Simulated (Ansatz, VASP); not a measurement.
**CdTe in VASP and in Ansatz**

```
CELL_PARAMETERS angstrom
4.67919 0.00000 0.00000
-2.33959 4.05230 0.00000
0.00000 0.00000 23.59622
ATOMIC_POSITIONS crystal
Te 0.00000 0.00000 0.31785
Te 0.33333 0.66667 0.47976
Te 0.66667 0.33333 0.64167
Cd 0.33333 0.66667 0.35833
Cd 0.66667 0.33333 0.52024
Cd 0.00000 0.00000 0.68215
```

Alike in both runs: task single point; functional PBE; k mesh 9 × 9 × 1; occupations gaussian, width 0.05 eV; no spin polarisation.

|  | VASP | Ansatz |
| --- | --- | --- |
| version | VASP 6.6.1 | Ansatz 0.2.0 |
| potentials or method | VASP PAW PBE potentials, release 64 (Te, Cd), cutoff 520 eV | scalar-relativistic, plane waves, PAW |
| valence electrons in the cell | 54 | 108 |

|  | VASP | Ansatz | Ansatz less VASP |
| --- | --- | --- | --- |
| gap on the k mesh at the Fermi level (eV) | none | none | - |
| rms of the force components (eV/Å) | 0.318 | 0.320 | +0.0018 |

A gap of «none» marks a metal or a gap that the smearing closes. With one functional, cell and mesh, what is left measures potentials, basis and numerics. VASP's potentials hold 54 valence electrons a cell and Ansatz's 108, so a difference there can come from the potentials and not from the codes.

Spin-orbit coupling is off throughout.
